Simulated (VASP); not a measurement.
# Ta3N (I4/mmm) in VASP: single point with r2SCAN

Aim: the single point of Ta3N with r2SCAN.

Program: VASP 6.6.1. These are calculated values, not measurements. Logs are shortened: lines on timing, memory, paths and dates and some standing lists are left out, and cuts for length are marked.

## 1. The cell of the first run

Symmetry: I4/mmm, No. 139, tetragonal system. Conventional cell: a = 3.557 Å, b = 3.557 Å, c = 9.621 Å, α = 90.00°, β = 90.00°, γ = 90.00°. Within 3.3 Å of Ta (site symmetry 4/mmm) lie 4 N at 2.52 Å and 8 Ta at 2.99 Å. Ta (site symmetry -4m2) has 8 Ta at 2.52 to 2.99 Å and 4 N at 2.99 Å within 3.3 Å. Within 3.3 Å of N (site symmetry 4/mmm) lie 12 Ta at 2.52 to 2.99 Å.

## 2. Single point, r2SCAN

POSCAR reads:

```
Ta3N
1.0
   -1.7785175598      1.7785175598      4.8104497730
    1.7785175598     -1.7785175598      4.8104497730
    1.7785175598      1.7785175598     -4.8104497730
Ta N
3 1
Direct
    0.5000000000      0.5000000000      0.0000000000
    0.2500000000      0.7500000000      0.5000000000
    0.7500000000      0.2500000000      0.5000000000
    0.0000000000      0.0000000000      0.0000000000
```

INCAR.step1 reads:

```
SYSTEM = Ta3N
PREC = Accurate
ENCUT = 770
ISMEAR = 0
SIGMA = 0.1
LREAL = .FALSE.
LASPH = .TRUE.
NELM = 120
NBANDS = 30
GGA = PE
ALGO = Normal
EDIFF = 1E-5
LWAVE = .TRUE.
LCHARG = .FALSE.
GGA_COMPAT = .FALSE.
```

INCAR.step2 reads:

```
SYSTEM = Ta3N
PREC = Accurate
ENCUT = 770
EDIFF = 1E-6
ISMEAR = 0
SIGMA = 0.1
LREAL = .FALSE.
LASPH = .TRUE.
NELM = 120
ALGO = Normal
ISIF = 2
LWAVE = .FALSE.
LCHARG = .FALSE.
METAGGA = R2SCAN
LMIXTAU = .TRUE.
NBANDS = 30
ISTART = 1
GGA_COMPAT = .FALSE.
```

KPOINTS reads:

```
regular mesh
0
G
  6 6 6
  0 0 0
```

Potentials or basis: VASP PAW PBE potentials, release 64 (Ta_sv_GW, N).

Started as:

```console
cat potpaw_PBE.64/Ta_sv_GW/POTCAR potpaw_PBE.64/N/POTCAR > POTCAR
cp INCAR.step1 INCAR
mpirun -np 1 vasp_std > vasp.out
cp INCAR.step2 INCAR
mpirun -np 1 vasp_std > vasp.out
```

OUTCAR:

```text
SYSTEM = Ta3N
   PREC = Accurate
   ENCUT = 770
   EDIFF = 1E-6
   ISMEAR = 0
   LREAL = .FALSE.
   LASPH = .TRUE.
   NELM = 120
   ISIF = 2
   METAGGA = R2SCAN
   ISTART = 1

 ion  position               nearest neighbor table
   1  0.500  0.500  0.000-   4 2.52   4 2.52   4 2.52   4 2.52   3 2.99   2 2.99   3 2.99   3 2.99
                             2 2.99   2 2.99   3 2.99   2 2.99
   2  0.250  0.750  0.500-   3 2.52   3 2.52   3 2.52   3 2.52   1 2.99   1 2.99   1 2.99   1 2.99

   3  0.750  0.250  0.500-   2 2.52   2 2.52   2 2.52   2 2.52   1 2.99   1 2.99   1 2.99   1 2.99

   4  0.000  0.000  0.000-   1 2.52   1 2.52   1 2.52   1 2.52

  LATTYP: Found a body centered tetragonal cell.
 ALAT       =     3.5570351196
 C/A-ratio  =     2.7047524757

  Lattice vectors:

 A1 = (  -1.7785175598,   1.7785175598,   4.8104497730)
 A2 = (   1.7785175598,  -1.7785175598,   4.8104497730)
 A3 = (   1.7785175598,   1.7785175598,  -4.8104497730)

Analysis of symmetry for initial positions (statically):
=====================================================================
 Subroutine PRICEL returns:
 Original cell was already a primitive cell.

 Routine SETGRP: Setting up the symmetry group for a
 body centered tetragonal supercell.

 Subroutine GETGRP returns: Found 16 space group operations
 (whereof 16 operations were pure point group operations)
 out of a pool of 16 trial point group operations.

The static configuration has the point symmetry D_4h.

Analysis of symmetry for dynamics (positions and initial velocities):
=====================================================================
 Subroutine PRICEL returns:
 Original cell was already a primitive cell.

 Routine SETGRP: Setting up the symmetry group for a
 body centered tetragonal supercell.

 Subroutine GETGRP returns: Found 16 space group operations
 (whereof 16 operations were pure point group operations)
 out of a pool of 16 trial point group operations.

The dynamic configuration has the point symmetry D_4h.

 Subroutine INISYM returns: Found 16 space group operations
 (whereof 16 operations are pure point group operations),
 and found     1 'primitive' translations

----------------------------------------------------------------------------------------

                                     Primitive cell

  volume of cell :      60.8642

  direct lattice vectors                    reciprocal lattice vectors
    -1.778517560  1.778517560  4.810449773     0.000000000  0.281133013  0.103940385
     1.778517560 -1.778517560  4.810449773     0.281133013  0.000000000  0.103940385
     1.778517560  1.778517560 -4.810449773     0.281133013  0.281133013  0.000000000

  length of vectors
     5.428321696  5.428321696  5.428321696     0.299732171  0.299732171  0.397582120

  position of ions in fractional coordinates (direct lattice)
     0.500000000  0.500000000  0.000000000
     0.250000000  0.750000000  0.500000000
     0.750000000  0.250000000  0.500000000
     0.000000000  0.000000000  0.000000000

  ion indices of the primitive-cell ions
   primitive index   ion index
                 1           1
                 2           2
                 3           3
                 4           4

----------------------------------------------------------------------------------------

 KPOINTS: regular mesh

Automatic generation of k-mesh.
 Grid dimensions read from file:
 generate k-points for:    6    6    6

 Generating k-lattice:

  Cartesian coordinates                     Fractional coordinates (reciprocal lattice)
     0.000000000  0.046855502  0.017323397     0.166666667 -0.000000000  0.000000000
     0.046855502  0.000000000  0.017323397    -0.000000000  0.166666667  0.000000000
     0.046855502  0.046855502  0.000000000     0.000000000  0.000000000  0.166666667

  Length of vectors
     0.049955362  0.049955362  0.066263687

  Shift w.r.t. Gamma in fractional coordinates (k-lattice)
     0.000000000  0.000000000  0.000000000

 Subroutine IBZKPT returns following result:
 ===========================================

 Found     30 irreducible k-points:

 Following reciprocal coordinates:
            Coordinates               Weight
  0.000000  0.000000  0.000000      1.000000
  0.166667  0.000000  0.000000      8.000000
  0.333333 -0.000000  0.000000      8.000000
  0.500000  0.000000  0.000000      4.000000
  0.166667  0.166667  0.000000      8.000000
  0.333333  0.166667  0.000000     16.000000
[... 16 lines left out ...]
 -0.333333 -0.333333  0.166667      8.000000
 -0.166667 -0.333333  0.166667      8.000000
 [... further k-points ...]
   k-points           NKPTS =     30   k-points in BZ     NKDIM =     30   number of bands    NBANDS=     30
   number of dos      NEDOS =    301   number of ions     NIONS =      4
   total plane-waves  NPLWV = 125000
   dimension x,y,z NGX =    50 NGY =   50 NGZ =   50
   dimension x,y,z NGXF=   100 NGYF=  100 NGZF=  100
   ions per type =               3   1
   NGX,Y,Z   is equivalent  to a cutoff of  15.31, 15.31, 15.31 a.u.
   NGXF,Y,Z  is equivalent  to a cutoff of  30.63, 30.63, 30.63 a.u.
 SYSTEM =  Ta3N
   PREC   = accura    normal or accurate (medium, high low for compatibility)
   ISTART =      1    job   : 0-new  1-cont  2-samecut
   ICHARG =      0    charge: 1-file 2-atom 10-const
   ISPIN  =      1    spin polarized calculation?
   LNONCOLLINEAR =      F non collinear calculations
   LSORBIT =      F    spin-orbit coupling
   LASPH  =      T    aspherical Exc in radial PAW
   ENCUT  =  770.0 eV  56.59 Ry    7.52 a.u.  12.28 12.28 12.28*2*pi/ulx,y,z
   NELM   =    120;   NELMIN=  2; NELMDL=  0     # of ELM steps
   EDIFF  = 0.1E-05   stopping-criterion for ELM
   LREAL  =      F    real-space projection
   EDIFFG = 0.1E-04   stopping-criterion for IOM
   NSW    =      0    number of steps for IOM
   IBRION =     -1    ionic relax: 0-MD 1-quasi-New 2-CG
   NFREE  =      0    steps in history (QN), initial steepest desc. (CG)
   ISIF   =      2    stress and relaxation
   ISYM   =      2    0-nonsym 1-usesym 2-fastsym
   POTIM  = 0.5000    time-step for ionic-motion
   TEBEG  =    0.0;   TEEND  =   0.0 temperature during run
   PSTRESS=    0.0 pullay stress
   NELECT =      44.0000    total number of electrons
   NUPDOWN=      -1.0000    fix difference up-down
   EMIN   =  10.00;   EMAX   =-10.00  energy-range for DOS
   EFERMI =   0.00;   METHOD = LEGACY
   ISMEAR =     0;   SIGMA  =   0.10  broadening in eV -4-tet -1-fermi 0-gaus
   EFERMI_NEDOS =   21; number of points for ismear=-14 and -15
   IALGO  =     38    algorithm
   IMIX   =      4    mixing-type and parameters
     AMIX     =   0.40;   BMIX     =  1.00
     AMIX_MAG =   1.60;   BMIX_MAG =  1.00
  volume/ion in A,a.u.               =      15.22       102.68
  Fermi-wavevector in a.u.,A,eV,Ry     =   1.469282  2.776540 29.372102  2.158789
  Thomas-Fermi vector in A             =   2.584678
   LORBIT       =      0    0 simple, 1 ext, 2 COOP (PROOUT), +10 PAW based schemes
   METAGGA = R2SCAN    functional components
   LHFCALC =     F    Hartree Fock is set to
   AEXX    =    0.0000 exact exchange contribution
   IVDW    =     0    specifies the selected vdW correction
   LEPSILON=     F    determine dielectric tensor
   LRPA    =     F    only Hartree local field effects (RPA)
 non-spin polarized calculation
 Gauss-broadening in eV      SIGMA  =   0.10
  energy-cutoff  :      770.00
  volume of cell :       60.86
 maximum number of plane-waves:      2984
 NGX is ok and might be reduce to    50
   NGX = 25   NGY = 25   NGZ = 25

 number of electron      44.0000000 magnetization

 Free energy of the ion-electron system (eV)
  ---------------------------------------------------
  ext. energy  EPLUGINS =         0.00000000
  ---------------------------------------------------
  free energy    TOTEN  =      -158.70665204 eV

  energy without entropy =     -158.69135951  energy(sigma->0) =     -158.69900578

 E-fermi :  10.3666     XC(G=0): -13.9376

 val. band max:       10.3388733401   @ k =  -0.3333   0.3333   0.0000
 cond. band min:      10.3738732837   @ k =  -0.1667   0.1667   0.1667
 fundamental gap:      0.0349999436
 Fermi energy:        10.3666149508

 k-point     1 :       0.0000    0.0000    0.0000
  band No.  band energies     occupation
      1     -59.8803      2.00000
      2     -58.9210      2.00000
      3     -58.4311      2.00000
      4     -25.6877      2.00000
      5     -25.6877      2.00000
      6     -25.6712      2.00000
[... 22 lines left out ...]
     29      15.8003      0.00000
     30      16.0297      0.00000

 k-point     2 :       0.1667    0.0000    0.0000
  band No.  band energies     occupation
      1     -59.8792      2.00000
      2     -58.8885      2.00000
      3     -58.4641      2.00000
      4     -25.7135      2.00000
      5     -25.6804      2.00000
      6     -25.6609      2.00000
[... 22 lines left out ...]
     29      14.4704      0.00000
     30      15.4915      0.00000

 k-point     3 :       0.3333   -0.0000    0.0000
  band No.  band energies     occupation
      1     -59.8771      2.00000
      2     -58.7993      2.00000
      3     -58.5540      2.00000
      4     -25.7736      2.00000
      5     -25.6733      2.00000
      6     -25.5415      2.00000
[... 22 lines left out ...]
     29      15.0517      0.00000
     30      15.1210      0.00000

 k-point     4 :       0.5000    0.0000    0.0000
  band No.  band energies     occupation
      1     -59.8761      2.00000
      2     -58.6771      2.00000
      3     -58.6766      2.00000
      4     -25.8054      2.00000
      5     -25.6699      2.00000
      6     -25.4506      2.00000
[... 22 lines left out ...]
     29      13.8214      0.00000
     30      15.1756      0.00000

 k-point     5 :       0.1667    0.1667    0.0000
  band No.  band energies     occupation
      1     -59.8781      2.00000
      2     -58.8603      2.00000
      3     -58.4923      2.00000
      4     -25.8480      2.00000
      5     -25.7089      2.00000
      6     -25.6914      2.00000
[... 22 lines left out ...]
     29      14.9204      0.00000
     30      15.8943      0.00000
[... 526 lines left out ...]
     29      14.9894      0.00000
     30      15.4555      0.00000

 k-point    22 :      -0.1667    0.5000    0.1667
  band No.  band energies     occupation
      1     -59.8767      2.00000
      2     -58.7999      2.00000
      3     -58.5540      2.00000
      4     -25.7852      2.00000
      5     -25.6876      2.00000
      6     -25.4483      2.00000
[... 22 lines left out ...]
     29      15.1371      0.00000
     30      15.1545      0.00000

 k-point    23 :      -0.3333   -0.3333    0.1667
  band No.  band energies     occupation
      1     -59.8774      2.00000
      2     -58.8610      2.00000
      3     -58.4923      2.00000
      4     -25.8687      2.00000
      5     -25.7153      2.00000
      6     -25.6492      2.00000
[... 22 lines left out ...]
     29      15.3376      0.00000
     30      15.9653      0.00000

 k-point    24 :      -0.1667   -0.3333    0.1667
  band No.  band energies     occupation
      1     -59.8785      2.00000
      2     -58.8893      2.00000
      3     -58.4641      2.00000
      4     -25.7556      2.00000
      5     -25.7284      2.00000
      6     -25.5844      2.00000
[... 22 lines left out ...]
     29      15.0652      0.00000
     30      15.7150      0.00000

 [... further k-points ...]
[... 5 lines left out ...]
  --------------------------------------------------------------------------------------
  -------------------------------------------------------------------------------------
  Total       -0.1473461     -0.1473461     -0.1675782      0.0000000      0.0000000      0.0000000
  in kB       -3.8787106     -3.8787106     -4.4112951      0.0000000      0.0000000      0.0000000
  external PRESSURE =      -4.0562388 kB  Pullay stress =       0.0000000 kB

 VOLUME and BASIS-vectors are now :
 -----------------------------------------------------------------------------
  energy-cutoff  :      770.00
  volume of cell :       60.86
      direct lattice vectors                 reciprocal lattice vectors
    -1.778517560  1.778517560  4.810449773     0.000000000  0.281133013  0.103940385
     1.778517560 -1.778517560  4.810449773     0.281133013  0.000000000  0.103940385
     1.778517560  1.778517560 -4.810449773     0.281133013  0.281133013  0.000000000

 POSITION                                       TOTAL-FORCE (eV/Angst)
 -----------------------------------------------------------------------------------
      0.00000      0.00000      4.81045         0.000000      0.000000     -0.000000
      1.77852      0.00000      2.40522         0.000000     -0.000000      0.000000
      0.00000      1.77852      2.40522        -0.000000     -0.000000     -0.000000
      0.00000      0.00000      0.00000         0.000000      0.000000     -0.000000
 -----------------------------------------------------------------------------------
    total drift:                               -0.000000      0.000000      0.000000

  FREE ENERGIE OF THE ION-ELECTRON SYSTEM (eV)
  ---------------------------------------------------
  free  energy   TOTEN  =      -158.7066520425 eV

  energy  without entropy=     -158.6913595099  energy(sigma->0) =     -158.69900578
```

It took 25 min on 1 thread of Intel Xeon Platinum 8259CL at 2.50GHz (Skylake/Cascade Lake), shared host; peak memory 0.45 GiB.

Results:

| Item | Value |
| --- | --- |
| Free energy | -158.7067 eV |
| Pressure | -0.4 GPa |
| Band gap on the k mesh | zero (bands 22 and 23 overlap by 1.89 eV) |

Levels at points of the mesh, in eV from the Fermi level:
```csv
k point,band 20,band 21,band 22,band 23,band 24,band 25
"(0.00, 0.00, 0.00)",-2.07,-1.44,0.28,0.28,0.45,0.45
"(0.50, 0.00, 0.00)",-0.24,-0.08,0.48,1.16,1.40,1.57
"(0.50, 0.50, 0.00)",-1.37,-0.96,-0.70,1.34,2.72,2.87
"(0.50, 0.50, 0.50)",-2.57,-2.57,-2.46,-0.29,1.87,1.89
```

Caveat: the PAW data sets were made with another functional, which shifts forces and pressure a little; spin-orbit coupling is left out, which moves the levels of the heavy elements.

The gap in the log of VASP goes by the Fermi energy; the results here count the filled bands.